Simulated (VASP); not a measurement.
ZnS:

```
CELL_PARAMETERS angstrom
3.84549 0.00000 0.00000
-1.92275 3.33029 0.00000
0.00000 0.00000 6.30533
ATOMIC_POSITIONS crystal
Zn 0.34719 0.66851 0.03520
Zn 0.66809 0.35038 0.50403
S 0.36118 0.65655 0.34732
S 0.62353 0.32456 0.88345
```

```yaml
Program: VASP 6.6.1
Task: relaxation of cell and atoms
Functional: PBE
Potentials_or_basis: VASP PAW PBE potentials, release 64 (Zn, S)
Cutoff: 500 eV
k_mesh: 6 × 6 × 4
Occupations: gaussian, width 0.05 eV
Spin: no spin polarisation
```

At the start: pressure 5.0 GPa; volume 20.19 Å³/atom.

Question: Where does the relaxation end?

Answer: Over 23 steps the energy falls by 240.1 meV/atom and the volume is 20.22 Å³/atom (+0.2 %); space group P1 (No. 1, to 0.1 Å) before, P6_3mc (No. 186, to 0.1 Å).

Step by step:
| step | energy change (eV) | largest force (eV/Å) | pressure (GPa) | volume (Å³) |
| --- | --- | --- | --- | --- |
| 1 | 0.0000 | 5.4927 | 4.96 | 80.75 |
| 2 | -0.6140 | 0.6325 | -3.36 | 87.98 |
| 3 | -0.7663 | 0.8158 | -2.38 | 84.67 |
| 4 | -0.9065 | 0.4246 | -0.69 | 81.66 |
| 5 | -0.9265 | 0.2903 | 0.55 | 80.16 |
| 6 | -0.9446 | 0.2051 | 0.15 | 80.64 |
| 7 | -0.9488 | 0.2027 | -0.11 | 81.02 |
| 8 | -0.9557 | 0.1046 | -0.13 | 81.03 |
| 9 | -0.9567 | 0.1106 | -0.13 | 81.03 |
| 10 | -0.9582 | 0.0472 | 0.11 | 80.79 |
| 11 | -0.9583 | 0.0492 | 0.12 | 80.75 |
| 12 | -0.9587 | 0.0375 | -0.04 | 80.94 |
| 13 | -0.9587 | 0.0446 | -0.12 | 81.04 |
| 14 | -0.9591 | 0.0416 | -0.09 | 81.00 |
| 15 | -0.9596 | 0.0354 | 0.04 | 80.87 |
| 16 | -0.9596 | 0.0408 | 0.05 | 80.84 |
| 17 | -0.9600 | 0.0310 | 0.02 | 80.87 |
| 18 | -0.9601 | 0.0294 | 0.00 | 80.90 |
| 19 | -0.9601 | 0.0297 | -0.01 | 80.91 |
| 20 | -0.9603 | 0.0219 | -0.01 | 80.92 |
| 21 | -0.9604 | 0.0224 | -0.02 | 80.94 |
| 22 | -0.9604 | 0.0243 | -0.02 | 80.94 |
| 23 | -0.9605 | 0.0067 | 0.03 | 80.88 |

Final structure:
```xyz
4
Lattice="3.8477 -0.0004 0.0001 -1.9232 3.3323 0.0006 0.0003 -0.0017 6.3086" Properties=species:S:1:pos:R:3 pbc="T T T"
Zn    0.0001    2.2209    0.0330
Zn    1.9248    1.1103    3.1875
S     0.0010    2.2205    2.3963
S     1.9237    1.1090    5.5508
```
